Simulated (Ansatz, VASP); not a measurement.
One calculation of Ti, two programs

```
CELL_PARAMETERS angstrom
-1.59291 1.59291 1.59291
1.59291 -1.59291 1.59291
1.59291 1.59291 -1.59291
ATOMIC_POSITIONS crystal
Ti 0.00000 0.00000 0.00000
```

Change from the starting cell: volume scaled by 0.9405, PAW files.

Alike in both runs: task electric field gradients; functional r2SCAN; k mesh 18 × 18 × 18; occupations fermi-dirac, width 0.05 eV; no spin polarisation.

|  | VASP | Ansatz |
| --- | --- | --- |
| version | VASP 6.6.1 | Ansatz 0.2.0 |
| potentials or method | VASP PAW PBE potentials, release 64 (Ti_sv) | PAW with Ansatz's default frozen-core files, scalar-relativistic |
| plane-wave cutoff (eV) | 520 | 500 |
| valence electrons in the cell | 12 | 12 |

VASP gave:

* pressure (GPa): 8.2

Question: Estimate Ansatz's values.

Answer: Pressure (GPa): 7.6.

VASP's potentials were made for PBE, not for r2SCAN.
